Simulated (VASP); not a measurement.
# BiSb3 (Pm-3m) in VASP: further runs

BiSb3 is run at these levels: PBE; tasks: single point, relaxation of cell and atoms.

All numbers are computed with VASP 6.6.1; they aren't measurements. Logs are shortened: lines on timing, memory, paths and dates and some standing lists are left out, and cuts for length are marked.

**1. The cell of the first run**

Symmetry: Pm-3m, No. 221, cubic system. Conventional cell: a = 4.856 Å, b = 4.856 Å, c = 4.856 Å, α = 90.00°, β = 90.00°, γ = 90.00°. Within 4.5 Å of Sb (site symmetry 4/mmm) lie 8 Sb at 3.43 Å and 4 Bi at 3.43 Å. Within 4.5 Å of Bi (site symmetry m-3m) lie 12 Sb at 3.43 Å.

**2. Single point, PBE**

INCAR reads:

```
PREC     = Accurate       # precision mode
ENCUT    = 520            # plane-wave cutoff, eV
EDIFF    = 1E-6           # SCF threshold, eV
ISMEAR   = 0              # smearing method
SIGMA    = 0.1            # smearing width, eV
LREAL    = False          # projectors in reciprocal space
LASPH    = True           # aspherical terms in the spheres
NELM     = 100            # most SCF steps
ALGO     = Fast           # electronic algorithm
ISIF     = 2              # what is computed and relaxed
LWAVE    = False          # write WAVECAR
LCHARG   = False          # write CHGCAR
GGA      = PE             # functional
NBANDS   = 23             # bands
```

KPOINTS reads:

```
Automatic mesh
0
Gamma
  10 10 10
```

POSCAR reads:

```
BiSb3
1.0
    4.8559849389      0.0000000000      0.0000000000
    0.0000000000      4.8559849389      0.0000000000
    0.0000000000      0.0000000000      4.8559849389
Sb Bi
3 1
Direct
    0.0000000000      0.5000000000      0.5000000000
    0.5000000000      0.0000000000      0.5000000000
    0.5000000000      0.5000000000      0.0000000000
    0.0000000000      0.0000000000      0.0000000000
```

Potentials or basis: VASP PAW PBE potentials, release 64 (Sb, Bi_d).

The run is started by

```sh
cat potpaw_PBE.64/Sb/POTCAR potpaw_PBE.64/Bi_d/POTCAR > POTCAR
mpirun -np 1 vasp_std > vasp.out
```

OUTCAR:

```text
PREC = Accurate
   ENCUT = 520
   EDIFF = 1E-6
   ISMEAR = 0
   LREAL = False
   LASPH = True
   NELM = 100
   ISIF = 2
   GGA = PE

 ion  position               nearest neighbor table
   1  0.000  0.500  0.500-   2 3.43   3 3.43   4 3.43   3 3.43   4 3.43   2 3.43   4 3.43   4 3.43
                             2 3.43   3 3.43   3 3.43   2 3.43
   2  0.500  0.000  0.500-   1 3.43   3 3.43   4 3.43   3 3.43   4 3.43   1 3.43   3 3.43   3 3.43
                             1 3.43   4 3.43   4 3.43   1 3.43
   3  0.500  0.500  0.000-   1 3.43   2 3.43   4 3.43   1 3.43   2 3.43   2 3.43   4 3.43   2 3.43
                             1 3.43   4 3.43   1 3.43   4 3.43
   4  0.000  0.000  0.000-   1 3.43   2 3.43   3 3.43   1 3.43   2 3.43   1 3.43   3 3.43   1 3.43
                             2 3.43   3 3.43   2 3.43   3 3.43

  LATTYP: Found a simple cubic cell.
 ALAT       =     4.8559849389

  Lattice vectors:

 A1 = (   4.8559849389,   0.0000000000,   0.0000000000)
 A2 = (   0.0000000000,   4.8559849389,   0.0000000000)
 A3 = (   0.0000000000,   0.0000000000,   4.8559849389)

Analysis of symmetry for initial positions (statically):
=====================================================================
 Subroutine PRICEL returns:
 Original cell was already a primitive cell.

 Routine SETGRP: Setting up the symmetry group for a
 simple cubic supercell.

 Subroutine GETGRP returns: Found 48 space group operations
 (whereof 48 operations were pure point group operations)
 out of a pool of 48 trial point group operations.

The static configuration has the point symmetry O_h .

Analysis of symmetry for dynamics (positions and initial velocities):
=====================================================================
 Subroutine PRICEL returns:
 Original cell was already a primitive cell.

 Routine SETGRP: Setting up the symmetry group for a
 simple cubic supercell.

 Subroutine GETGRP returns: Found 48 space group operations
 (whereof 48 operations were pure point group operations)
 out of a pool of 48 trial point group operations.

The dynamic configuration has the point symmetry O_h .

 Subroutine INISYM returns: Found 48 space group operations
 (whereof 48 operations are pure point group operations),
 and found     1 'primitive' translations

----------------------------------------------------------------------------------------

                                     Primitive cell

  volume of cell :     114.5070

  direct lattice vectors                    reciprocal lattice vectors
     4.855984939  0.000000000  0.000000000     0.205931446  0.000000000  0.000000000
     0.000000000  4.855984939  0.000000000     0.000000000  0.205931446  0.000000000
     0.000000000  0.000000000  4.855984939     0.000000000  0.000000000  0.205931446

  length of vectors
     4.855984939  4.855984939  4.855984939     0.205931446  0.205931446  0.205931446

  position of ions in fractional coordinates (direct lattice)
     0.000000000  0.500000000  0.500000000
     0.500000000  0.000000000  0.500000000
     0.500000000  0.500000000  0.000000000
     0.000000000  0.000000000  0.000000000

  ion indices of the primitive-cell ions
   primitive index   ion index
                 1           1
                 2           2
                 3           3
                 4           4

----------------------------------------------------------------------------------------

 KPOINTS: Automatic mesh

Automatic generation of k-mesh.
 Grid dimensions read from file:
 generate k-points for:   10   10   10

 Generating k-lattice:

  Cartesian coordinates                     Fractional coordinates (reciprocal lattice)
     0.020593145  0.000000000  0.000000000     0.100000000  0.000000000  0.000000000
     0.000000000  0.020593145  0.000000000     0.000000000  0.100000000  0.000000000
     0.000000000  0.000000000  0.020593145     0.000000000  0.000000000  0.100000000

  Length of vectors
     0.020593145  0.020593145  0.020593145

  Shift w.r.t. Gamma in fractional coordinates (k-lattice)
     0.000000000  0.000000000  0.000000000

 Subroutine IBZKPT returns following result:
 ===========================================

 Found     56 irreducible k-points:

 Following reciprocal coordinates:
            Coordinates               Weight
  0.000000  0.000000  0.000000      1.000000
  0.100000  0.000000  0.000000      6.000000
  0.200000  0.000000  0.000000      6.000000
  0.300000  0.000000  0.000000      6.000000
  0.400000  0.000000  0.000000      6.000000
  0.500000  0.000000  0.000000      3.000000
[... 16 lines left out ...]
  0.200000  0.100000  0.100000     24.000000
  0.300000  0.100000  0.100000     24.000000
 [... further k-points ...]
   k-points           NKPTS =     56   k-points in BZ     NKDIM =     56   number of bands    NBANDS=     23
   number of dos      NEDOS =    301   number of ions     NIONS =      4
   total plane-waves  NPLWV =  46656
   dimension x,y,z NGX =    36 NGY =   36 NGZ =   36
   dimension x,y,z NGXF=    72 NGYF=   72 NGZF=   72
   ions per type =               3   1
   NGX,Y,Z   is equivalent  to a cutoff of  12.32, 12.32, 12.32 a.u.
   NGXF,Y,Z  is equivalent  to a cutoff of  24.65, 24.65, 24.65 a.u.
 SYSTEM =  unknown system
   PREC   = accura    normal or accurate (medium, high low for compatibility)
   ISTART =      0    job   : 0-new  1-cont  2-samecut
   ICHARG =      2    charge: 1-file 2-atom 10-const
   ISPIN  =      1    spin polarized calculation?
   LNONCOLLINEAR =      F non collinear calculations
   LSORBIT =      F    spin-orbit coupling
   LASPH  =      T    aspherical Exc in radial PAW
   ENCUT  =  520.0 eV  38.22 Ry    6.18 a.u.   9.03  9.03  9.03*2*pi/ulx,y,z
   NELM   =    100;   NELMIN=  2; NELMDL= -5     # of ELM steps
   EDIFF  = 0.1E-05   stopping-criterion for ELM
   LREAL  =      F    real-space projection
   EDIFFG = 0.1E-04   stopping-criterion for IOM
   NSW    =      0    number of steps for IOM
   IBRION =     -1    ionic relax: 0-MD 1-quasi-New 2-CG
   NFREE  =      0    steps in history (QN), initial steepest desc. (CG)
   ISIF   =      2    stress and relaxation
   ISYM   =      2    0-nonsym 1-usesym 2-fastsym
   POTIM  = 0.5000    time-step for ionic-motion
   TEBEG  =    0.0;   TEEND  =   0.0 temperature during run
   PSTRESS=    0.0 pullay stress
   NELECT =      30.0000    total number of electrons
   NUPDOWN=      -1.0000    fix difference up-down
   EMIN   =  10.00;   EMAX   =-10.00  energy-range for DOS
   EFERMI =   0.00;   METHOD = LEGACY
   ISMEAR =     0;   SIGMA  =   0.10  broadening in eV -4-tet -1-fermi 0-gaus
   EFERMI_NEDOS =   21; number of points for ismear=-14 and -15
   IALGO  =     68    algorithm
   IMIX   =      4    mixing-type and parameters
     AMIX     =   0.40;   BMIX     =  1.00
     AMIX_MAG =   1.60;   BMIX_MAG =  1.00
  volume/ion in A,a.u.               =      28.63       193.18
  Fermi-wavevector in a.u.,A,eV,Ry     =   1.047542  1.979566 14.930262  1.097343
  Thomas-Fermi vector in A             =   2.182426
   LORBIT       =      0    0 simple, 1 ext, 2 COOP (PROOUT), +10 PAW based schemes
   GGA     = PE    functional components
   LHFCALC =     F    Hartree Fock is set to
   AEXX    =    0.0000 exact exchange contribution
   IVDW    =     0    specifies the selected vdW correction
   LEPSILON=     F    determine dielectric tensor
   LRPA    =     F    only Hartree local field effects (RPA)
 non-spin polarized calculation
 RMM-DIIS sequential band-by-band and
 Gauss-broadening in eV      SIGMA  =   0.10
  energy-cutoff  :      520.00
  volume of cell :      114.51
 maximum number of plane-waves:      3136
   NGX = 19   NGY = 19   NGZ = 19

 number of electron      30.0000001 magnetization

 Free energy of the ion-electron system (eV)
  ---------------------------------------------------
  ext. energy  EPLUGINS =         0.00000000
  ---------------------------------------------------
  free energy    TOTEN  =       -15.15362788 eV

  energy without entropy =      -15.14043657  energy(sigma->0) =      -15.14703223

 E-fermi :   8.1158     XC(G=0): -10.1508

 val. band max:        8.1057310941   @ k =   0.1000   0.0000   0.0000
 cond. band min:       8.1425632481   @ k =   0.2000   0.2000   0.0000
 fundamental gap:      0.0368321540
 Fermi energy:         8.1158216828

 k-point     1 :       0.0000    0.0000    0.0000
  band No.  band energies     occupation
      1     -15.0289      2.00000
      2     -15.0289      2.00000
      3     -15.0267      2.00000
      4     -15.0267      2.00000
      5     -15.0267      2.00000
      6      -4.9523      2.00000
[... 15 lines left out ...]
     22      12.8620      0.00000
     23      12.8620      0.00000

 k-point     2 :       0.1000    0.0000    0.0000
  band No.  band energies     occupation
      1     -15.0289      2.00000
      2     -15.0285      2.00000
      3     -15.0269      2.00000
      4     -15.0269      2.00000
      5     -15.0267      2.00000
      6      -4.8933      2.00000
[... 15 lines left out ...]
     22      12.8767      0.00000
     23      12.9036      0.00000

 k-point     3 :       0.2000    0.0000    0.0000
  band No.  band energies     occupation
      1     -15.0288      2.00000
      2     -15.0275      2.00000
      3     -15.0275      2.00000
      4     -15.0274      2.00000
      5     -15.0267      2.00000
      6      -4.7182      2.00000
[... 15 lines left out ...]
     22      12.5485      0.00000
     23      13.0630      0.00000

 k-point     4 :       0.3000    0.0000    0.0000
  band No.  band energies     occupation
      1     -15.0287      2.00000
      2     -15.0282      2.00000
      3     -15.0282      2.00000
      4     -15.0267      2.00000
      5     -15.0260      2.00000
      6      -4.4360      2.00000
[... 15 lines left out ...]
     22      13.0392      0.00000
     23      13.3064      0.00000

 k-point     5 :       0.4000    0.0000    0.0000
  band No.  band energies     occupation
      1     -15.0287      2.00000
      2     -15.0287      2.00000
      3     -15.0286      2.00000
      4     -15.0267      2.00000
      5     -15.0249      2.00000
      6      -4.0811      2.00000
[... 15 lines left out ...]
     22      13.6371      0.00000
     23      13.7543      0.00000

 k-point     6 :       0.5000    0.0000    0.0000
  band No.  band energies     occupation
      1     -15.0289      2.00000
      2     -15.0289      2.00000
      3     -15.0285      2.00000
      4     -15.0267      2.00000
      5     -15.0245      2.00000
      6      -3.8469      2.00000
[... 15 lines left out ...]
     22      13.9069      0.00000
     23      14.4075      0.00000

 k-point     7 :       0.1000    0.1000    0.0000
  band No.  band energies     occupation
      1     -15.0286      2.00000
      2     -15.0283      2.00000
      3     -15.0271      2.00000
      4     -15.0269      2.00000
      5     -15.0269      2.00000
      6      -4.8345      2.00000
[... 353 lines left out ...]
     22      14.9182      0.00000
     23      14.9996      0.00000

 k-point    21 :       0.5000    0.5000    0.0000
  band No.  band energies     occupation
      1     -15.0313      2.00000
      2     -15.0288      2.00000
      3     -15.0288      2.00000
      4     -15.0262      2.00000
      5     -15.0219      2.00000
      6      -3.0963      2.00000
[... 15 lines left out ...]
     22      14.9777      0.00000
     23      14.9782      0.00000

 k-point    22 :       0.1000    0.1000    0.1000
  band No.  band energies     occupation
      1     -15.0282      2.00000
      2     -15.0282      2.00000
      3     -15.0271      2.00000
      4     -15.0271      2.00000
      5     -15.0271      2.00000
      6      -4.7759      2.00000
[... 15 lines left out ...]
     22      12.6767      0.00000
     23      12.9202      0.00000

 k-point    23 :       0.2000    0.1000    0.1000
  band No.  band energies     occupation
      1     -15.0281      2.00000
      2     -15.0277      2.00000
      3     -15.0277      2.00000
      4     -15.0271      2.00000
      5     -15.0271      2.00000
      6      -4.6024      2.00000
[... 15 lines left out ...]
     22      12.8233      0.00000
     23      13.1891      0.00000

 k-point    24 :       0.3000    0.1000    0.1000
  band No.  band energies     occupation
      1     -15.0284      2.00000
      2     -15.0284      2.00000
      3     -15.0280      2.00000
      4     -15.0271      2.00000
      5     -15.0257      2.00000
      6      -4.3237      2.00000
[... 15 lines left out ...]
     22      13.2476      0.00000
     23      14.2527      0.00000

 [... further k-points ...]

------------------------ aborting loop because EDIFF is reached ----------------------------------------

  FORCE on cell =-STRESS in cart. coord.  units (eV):
  Direction    XX          YY          ZZ          XY          YZ          ZX
  --------------------------------------------------------------------------------------
  -------------------------------------------------------------------------------------
  Total       -0.1055794     -0.1055794     -0.1055794     -0.0000000      0.0000000     -0.0000000
  in kB       -1.4772631     -1.4772631     -1.4772631     -0.0000000      0.0000000     -0.0000000
  external PRESSURE =      -1.4772631 kB  Pullay stress =       0.0000000 kB

 VOLUME and BASIS-vectors are now :
 -----------------------------------------------------------------------------
  energy-cutoff  :      520.00
  volume of cell :      114.51
      direct lattice vectors                 reciprocal lattice vectors
     4.855984939  0.000000000  0.000000000     0.205931446  0.000000000  0.000000000
     0.000000000  4.855984939  0.000000000     0.000000000  0.205931446  0.000000000
     0.000000000  0.000000000  4.855984939     0.000000000  0.000000000  0.205931446

 POSITION                                       TOTAL-FORCE (eV/Angst)
 -----------------------------------------------------------------------------------
      0.00000      2.42799      2.42799         0.000000      0.000000      0.000000
      2.42799      0.00000      2.42799         0.000000      0.000000      0.000000
      2.42799      2.42799      0.00000         0.000000      0.000000      0.000000
      0.00000      0.00000      0.00000         0.000000      0.000000      0.000000
 -----------------------------------------------------------------------------------
    total drift:                               -0.000000     -0.000000     -0.000000

  FREE ENERGIE OF THE ION-ELECTRON SYSTEM (eV)
  ---------------------------------------------------
  free  energy   TOTEN  =       -15.1536278840 eV

  energy  without entropy=      -15.1404365749  energy(sigma->0) =      -15.14703223
```

Wall time 2.4 min (1 thread of Oxide Virtual Turin-like, shared host); peak memory 0.26 GiB.

What came out:

| Item | Value |
| --- | --- |
| Free energy | -15.1536 eV |
| Pressure | -0.1 GPa |
| Band gap on the k mesh | zero (bands 15 and 16 overlap by 4.54 eV) |

Caveat: spin-orbit coupling is left out, which moves the levels of the heavy elements.

(Part 1 of 2 ends here.)

The gap in the log of VASP goes by the Fermi energy; the results here count the filled bands.